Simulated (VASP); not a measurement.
# In (Pm-3m) in VASP: a series of runs

In is run at these levels: PBEsol; tasks: single point, relaxation of cell and atoms.

Program: VASP 6.6.1. These are calculated values, not measurements. Logs are shortened: lines on timing, memory, paths and dates and some standing lists are left out, and cuts for length are marked.

## Step 1: The cell of the first run

The structure is cubic, space group Pm-3m (No. 221). Conventional cell: a = 3.012 Å, b = 3.012 Å, c = 3.012 Å, α = 90.00°, β = 90.00°, γ = 90.00°. In (site symmetry m-3m) has 6 In at 3.01 Å within 4.0 Å.

## Step 2: Single point, PBEsol

Contents of INCAR:

```
SYSTEM = In
  PREC = Accurate
  ENCUT = 520
  EDIFF = 1E-6
  ISMEAR = 0
  SIGMA = 0.1
  LREAL = .False.
  LASPH = .True.
  NELM = 80
  ALGO = Fast
  ISIF = 2
  LWAVE = .False.
  LCHARG = .False.
  GGA = PS
  NBANDS = 12
```

Contents of KPOINTS:

```
Automatic mesh
0
Gamma
  14 14 14
  0 0 0
```

Contents of POSCAR:

```
In
1.0
    3.0123928667      0.0000000000      0.0000000000
    0.0000000000      3.0123928667      0.0000000000
    0.0000000000      0.0000000000      3.0123928667
In
1
Direct
    0.0000000000      0.0000000000      0.0000000000
```

Potentials or basis: VASP PAW PBE potentials, release 64 (In_d).

Run with:

```bash
cat potpaw_PBE.64/In_d/POTCAR > POTCAR
mpirun -np 1 vasp_std > vasp.out
```

OUTCAR:

```text
SYSTEM = In
   PREC = Accurate
   ENCUT = 520
   EDIFF = 1E-6
   ISMEAR = 0
   LREAL = .False.
   LASPH = .True.
   NELM = 80
   ISIF = 2
   GGA = PS

 ion  position               nearest neighbor table
   1  0.000  0.000  0.000-

  LATTYP: Found a simple cubic cell.
 ALAT       =     3.0123928667

  Lattice vectors:

 A1 = (   3.0123928667,   0.0000000000,   0.0000000000)
 A2 = (   0.0000000000,   3.0123928667,   0.0000000000)
 A3 = (   0.0000000000,   0.0000000000,   3.0123928667)

Analysis of symmetry for initial positions (statically):
=====================================================================
 Subroutine PRICEL returns:
 Original cell was already a primitive cell.

 Routine SETGRP: Setting up the symmetry group for a
 simple cubic supercell.

 Subroutine GETGRP returns: Found 48 space group operations
 (whereof 48 operations were pure point group operations)
 out of a pool of 48 trial point group operations.

The static configuration has the point symmetry O_h .

Analysis of symmetry for dynamics (positions and initial velocities):
=====================================================================
 Subroutine PRICEL returns:
 Original cell was already a primitive cell.

 Routine SETGRP: Setting up the symmetry group for a
 simple cubic supercell.

 Subroutine GETGRP returns: Found 48 space group operations
 (whereof 48 operations were pure point group operations)
 out of a pool of 48 trial point group operations.

The dynamic configuration has the point symmetry O_h .

 Subroutine INISYM returns: Found 48 space group operations
 (whereof 48 operations are pure point group operations),
 and found     1 'primitive' translations

----------------------------------------------------------------------------------------

                                     Primitive cell

  volume of cell :      27.3360

  direct lattice vectors                    reciprocal lattice vectors
     3.012392867  0.000000000  0.000000000     0.331962013  0.000000000  0.000000000
     0.000000000  3.012392867  0.000000000     0.000000000  0.331962013  0.000000000
     0.000000000  0.000000000  3.012392867     0.000000000  0.000000000  0.331962013

  length of vectors
     3.012392867  3.012392867  3.012392867     0.331962013  0.331962013  0.331962013

  position of ions in fractional coordinates (direct lattice)
     0.000000000  0.000000000  0.000000000

  ion indices of the primitive-cell ions
   primitive index   ion index
                 1           1

----------------------------------------------------------------------------------------

 KPOINTS: Automatic mesh

Automatic generation of k-mesh.
 Grid dimensions read from file:
 generate k-points for:   14   14   14

 Generating k-lattice:

  Cartesian coordinates                     Fractional coordinates (reciprocal lattice)
     0.023711572  0.000000000  0.000000000     0.071428571  0.000000000  0.000000000
     0.000000000  0.023711572  0.000000000     0.000000000  0.071428571  0.000000000
     0.000000000  0.000000000  0.023711572     0.000000000  0.000000000  0.071428571

  Length of vectors
     0.023711572  0.023711572  0.023711572

  Shift w.r.t. Gamma in fractional coordinates (k-lattice)
     0.000000000  0.000000000  0.000000000

 Subroutine IBZKPT returns following result:
 ===========================================

 Found    120 irreducible k-points:

 Following reciprocal coordinates:
            Coordinates               Weight
  0.000000  0.000000  0.000000      1.000000
  0.071429  0.000000  0.000000      6.000000
  0.142857  0.000000  0.000000      6.000000
  0.214286  0.000000  0.000000      6.000000
  0.285714  0.000000  0.000000      6.000000
  0.357143  0.000000  0.000000      6.000000
[... 16 lines left out ...]
  0.285714  0.214286  0.000000     24.000000
  0.357143  0.214286  0.000000     24.000000
 [... further k-points ...]
   k-points           NKPTS =    120   k-points in BZ     NKDIM =    120   number of bands    NBANDS=     12
   number of dos      NEDOS =    301   number of ions     NIONS =      1
   total plane-waves  NPLWV =  13824
   dimension x,y,z NGX =    24 NGY =   24 NGZ =   24
   dimension x,y,z NGXF=    48 NGYF=   48 NGZF=   48
   ions per type =               1
   NGX,Y,Z   is equivalent  to a cutoff of  13.24, 13.24, 13.24 a.u.
   NGXF,Y,Z  is equivalent  to a cutoff of  26.49, 26.49, 26.49 a.u.
 SYSTEM =  In
   PREC   = accura    normal or accurate (medium, high low for compatibility)
   ISTART =      0    job   : 0-new  1-cont  2-samecut
   ICHARG =      2    charge: 1-file 2-atom 10-const
   ISPIN  =      1    spin polarized calculation?
   LNONCOLLINEAR =      F non collinear calculations
   LSORBIT =      F    spin-orbit coupling
   LASPH  =      T    aspherical Exc in radial PAW
   ENCUT  =  520.0 eV  38.22 Ry    6.18 a.u.   5.60  5.60  5.60*2*pi/ulx,y,z
   NELM   =     80;   NELMIN=  2; NELMDL= -5     # of ELM steps
   EDIFF  = 0.1E-05   stopping-criterion for ELM
   LREAL  =      F    real-space projection
   EDIFFG = 0.1E-04   stopping-criterion for IOM
   NSW    =      0    number of steps for IOM
   IBRION =     -1    ionic relax: 0-MD 1-quasi-New 2-CG
   NFREE  =      0    steps in history (QN), initial steepest desc. (CG)
   ISIF   =      2    stress and relaxation
   ISYM   =      2    0-nonsym 1-usesym 2-fastsym
   POTIM  = 0.5000    time-step for ionic-motion
   TEBEG  =    0.0;   TEEND  =   0.0 temperature during run
   PSTRESS=    0.0 pullay stress
   NELECT =      13.0000    total number of electrons
   NUPDOWN=      -1.0000    fix difference up-down
   EMIN   =  10.00;   EMAX   =-10.00  energy-range for DOS
   EFERMI =   0.00;   METHOD = LEGACY
   ISMEAR =     0;   SIGMA  =   0.10  broadening in eV -4-tet -1-fermi 0-gaus
   EFERMI_NEDOS =   21; number of points for ismear=-14 and -15
   IALGO  =     68    algorithm
   IMIX   =      4    mixing-type and parameters
     AMIX     =   0.40;   BMIX     =  1.00
     AMIX_MAG =   1.60;   BMIX_MAG =  1.00
  volume/ion in A,a.u.               =      27.34       184.47
  Fermi-wavevector in a.u.,A,eV,Ry     =   1.277844  2.414774 22.216736  1.632884
  Thomas-Fermi vector in A             =   2.410420
   LORBIT       =      0    0 simple, 1 ext, 2 COOP (PROOUT), +10 PAW based schemes
   GGA     = PS    functional components
   LHFCALC =     F    Hartree Fock is set to
   AEXX    =    0.0000 exact exchange contribution
   IVDW    =     0    specifies the selected vdW correction
   LEPSILON=     F    determine dielectric tensor
   LRPA    =     F    only Hartree local field effects (RPA)
 non-spin polarized calculation
 RMM-DIIS sequential band-by-band and
 Gauss-broadening in eV      SIGMA  =   0.10
  energy-cutoff  :      520.00
  volume of cell :       27.34
 maximum number of plane-waves:       756
 NGX is ok and might be reduce to    24
   NGX = 11   NGY = 11   NGZ = 11

 number of electron      13.0000014 magnetization

 Free energy of the ion-electron system (eV)
  ---------------------------------------------------
  ext. energy  EPLUGINS =         0.00000000
  ---------------------------------------------------
  free energy    TOTEN  =        -2.88822707 eV

  energy without entropy =       -2.88525868  energy(sigma->0) =       -2.88674288

 E-fermi :   6.6731     XC(G=0): -10.1253

 val. band max:        6.6590574220   @ k =   0.4286   0.2857   0.2857
 cond. band min:       6.7152776851   @ k =   0.3571   0.2857   0.0000
 fundamental gap:      0.0562202631
 Fermi energy:         6.6731440839

 k-point     1 :       0.0000    0.0000    0.0000
  band No.  band energies     occupation
      1      -8.2723      2.00000
      2      -8.2723      2.00000
      3      -7.4749      2.00000
      4      -7.4749      2.00000
      5      -7.4749      2.00000
      6      -2.6076      2.00000
      7      14.1552      0.00000
      8      14.1552      0.00000
      9      14.1552      0.00000
     10      17.4388      0.00000
     11      17.4388      0.00000
     12      18.6152      0.00000

 k-point     2 :       0.0714    0.0000    0.0000
  band No.  band energies     occupation
      1      -8.2697      2.00000
      2      -8.2448      2.00000
      3      -7.4860      2.00000
      4      -7.4860      2.00000
      5      -7.4739      2.00000
      6      -2.5186      2.00000
      7      12.9968      0.00000
      8      14.2596      0.00000
      9      14.2596      0.00000
     10      17.4886      0.00000
     11      18.0198      0.00000
     12      19.3572      0.00000

 k-point     3 :       0.1429    0.0000    0.0000
  band No.  band energies     occupation
      1      -8.2624      2.00000
      2      -8.1681      2.00000
      3      -7.5171      2.00000
      4      -7.5171      2.00000
      5      -7.4713      2.00000
      6      -2.2493      2.00000
      7      11.0351      0.00000
      8      14.5666      0.00000
      9      14.5666      0.00000
     10      17.6388      0.00000
     11      18.3139      0.00000
     12      21.5134      0.00000
[... 286 lines left out ...]
 k-point    23 :       0.2857    0.2143    0.0000
  band No.  band energies     occupation
      1      -8.1162      2.00000
      2      -7.8013      2.00000
      3      -7.7318      2.00000
      4      -7.6008      2.00000
      5      -7.5471      2.00000
      6      -0.3584      2.00000
      7       7.8940      0.00000
      8      10.5380      0.00000
      9      16.6335      0.00000
     10      18.1120      0.00000
     11      19.1112      0.00000
     12      24.1745      0.00000

 k-point    24 :       0.3571    0.2143    0.0000
  band No.  band energies     occupation
      1      -8.0987      2.00000
      2      -7.7858      2.00000
      3      -7.6914      2.00000
      4      -7.6434      2.00000
      5      -7.5426      2.00000
      6       0.4472      2.00000
      7       6.1938      2.00000
      8      11.2396      0.00000
      9      16.6683      0.00000
     10      17.3818      0.00000
     11      19.5392      0.00000
     12      23.2430      0.00000

 [... further k-points ...]

------------------------ aborting loop because EDIFF is reached ----------------------------------------

  FORCE on cell =-STRESS in cart. coord.  units (eV):
  Direction    XX          YY          ZZ          XY          YZ          ZX
  --------------------------------------------------------------------------------------
  -------------------------------------------------------------------------------------
  Total       -0.0052794     -0.0052794     -0.0052794      0.0000000      0.0000000     -0.0000000
  in kB       -0.3094275     -0.3094275     -0.3094275      0.0000000      0.0000000     -0.0000000
  external PRESSURE =      -0.3094275 kB  Pullay stress =       0.0000000 kB

 VOLUME and BASIS-vectors are now :
 -----------------------------------------------------------------------------
  energy-cutoff  :      520.00
  volume of cell :       27.34
      direct lattice vectors                 reciprocal lattice vectors
     3.012392867  0.000000000  0.000000000     0.331962013  0.000000000  0.000000000
     0.000000000  3.012392867  0.000000000     0.000000000  0.331962013  0.000000000
     0.000000000  0.000000000  3.012392867     0.000000000  0.000000000  0.331962013

 POSITION                                       TOTAL-FORCE (eV/Angst)
 -----------------------------------------------------------------------------------
      0.00000      0.00000      0.00000         0.000000      0.000000      0.000000
 -----------------------------------------------------------------------------------
    total drift:                                0.000000     -0.000000      0.000000

  FREE ENERGIE OF THE ION-ELECTRON SYSTEM (eV)
  ---------------------------------------------------
  free  energy   TOTEN  =        -2.8882270742 eV

  energy  without entropy=       -2.8852586835  energy(sigma->0) =       -2.88674288
```

Run time: 12 s. Hardware: 1 thread of Intel Xeon 6975P-C (Granite Rapids), shared host; peak memory 0.16 GiB.

What came out:

* Free energy: -2.8882 eV
* Pressure: 0.0 GPa

Caveat: the PAW data sets were made with another functional, which shifts forces and pressure a little; spin-orbit coupling is left out, which moves the levels of the heavy elements.

## Step 3: Relaxation of cell and atoms, PBEsol

Contents of INCAR:

```
  PREC = Accurate
  ENCUT = 600
  EDIFF = 1E-6
  ISMEAR = 0
  SIGMA = 0.1
  LREAL = F
  LASPH = T
  NELM = 100
  ALGO = Normal
  ISIF = 3
  LWAVE = F
  LCHARG = F
  GGA = PS
  IBRION = 2
  NSW = 80
  EDIFFG = -0.01
```

Contents of KPOINTS:

```
Automatic mesh
0
Gamma
  14 14 14
```

POSCAR is that of step 2.

Potentials or basis: VASP PAW PBE potentials, release 64 (In_d).

Run with:

```bash
cat potpaw_PBE.64/In_d/POTCAR > POTCAR
mpirun -np 1 vasp_std > vasp.out
```

Run time: 7.6 s. Hardware: 1 thread of Intel Xeon 6975P-C (Granite Rapids), shared host; peak memory 0.16 GiB.

It converged, with:

```yaml
Free_energy: -2.8885 eV
Pressure_after_relaxing: 0.0 GPa
```

Final structure:
```
CELL_PARAMETERS angstrom
3.01239 0.00000 0.00000
0.00000 3.01239 0.00000
0.00000 0.00000 3.01239
ATOMIC_POSITIONS crystal
In 0.00000 0.00000 0.00000
```

Levels at points of the mesh, in eV from the Fermi level:
```tsv
k point	band 4	band 5	band 6	band 7	band 8	band 9
(0.00, 0.00, 0.00)	-14.15	-14.15	-9.28	7.48	7.48	7.48
(0.50, 0.00, 0.00)	-14.37	-14.13	-5.45	-3.55	10.70	10.70
(0.50, 0.50, 0.00)	-14.34	-13.92	-1.48	-0.67	-0.67	3.91
(0.50, 0.50, 0.50)	-13.91	-13.91	2.17	2.17	2.17	3.23
```

Caveat: the relaxation stopped at its first step, so nothing moved; the PAW data sets were made with another functional, which shifts forces and pressure a little; spin-orbit coupling is left out, which moves the levels of the heavy elements.
